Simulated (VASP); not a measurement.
Write the native input for VASP 6.6.1 that does the following.

```
Task                   : relaxation of cell and atoms
Functional             : PBE
Potentials or basis    : VASP PAW PBE potentials, release 64 (Li_sv, H)
Cutoff                 : 600 eV
k mesh                 : 6 × 6 × 6
Occupations            : gaussian, width 0.1 eV
Spin                   : no spin polarisation
Dipole correction      : no
Further INCAR settings : ALGO = Normal; EDIFF = 1e-06; IBRION = 2; EDIFFG = -0.04; NSW = 90; ISIF = 3
```

The structure of LiH2 lies in POSCAR:

```
LiH2
1.0
    0.0000000000      3.1400919300      3.9700822400
    2.6101118900      0.0000000000      3.9700822400
    2.6101118900      3.1400919300      0.0000000000
Li H
2 4
Direct
    0.5000000000      0.5000000000      0.5000000000
    0.7500000000      0.7500000000      0.7500000000
    0.6250000000      0.1250000000      0.1250000000
    0.1250000000      0.1250000000      0.1250000000
    0.1250000000      0.1250000000      0.6250000000
    0.1250000000      0.6250000000      0.1250000000
```

One way to write it, as run:

INCAR

```
ALGO = Normal
EDIFF = 1E-6
EDIFFG = -0.04
ENCUT = 600
GGA = PE
IBRION = 2
ISIF = 3
ISMEAR = 0
LASPH = T
LCHARG = F
LREAL = F
LWAVE = F
NELM = 60
NSW = 90
PREC = Accurate
SIGMA = 0.1
```

KPOINTS

```
k-points
0
Gamma
  6 6 6
```

Potentials or basis: VASP PAW PBE potentials, release 64 (Li_sv, H).

Command:

```bash
$ cat potpaw_PBE.64/Li_sv/POTCAR potpaw_PBE.64/H/POTCAR > POTCAR
$ mpirun -np 1 vasp_std > vasp.out
```

It gave:

| Item | Value |
| --- | --- |
| Relaxed volume | 6.77 Å³/atom |
| Relaxed cell | a = 5.261 Å, b = 5.156 Å, c = 2.927 Å, α = 75.67°, β = 71.72°, γ = 32.62° |
| Space group after relaxing (to 0.05 Å) | Fddd (No. 70) |
| Energy gained by relaxing | 460.0 meV/atom |
| Ionic steps | 12 |
| Pressure after relaxing | 0.0 GPa |
| Band gap on the k mesh | zero (band 5 reaches 6.73 eV, above the bottom of band 6 at -0.89 eV) |

Caveat: the cutoff is under 1.25 times the usual one of these potentials, so pressure, stress and relaxed cells hold a basis-set (Pulay) error; the volume moved by over 15 % at a fixed basis, so the end points are rough.

Wall time 5.2 min on 1 thread of Oxide Virtual Turin-like Processor, with other jobs on the host, peak memory 0.2 GiB.
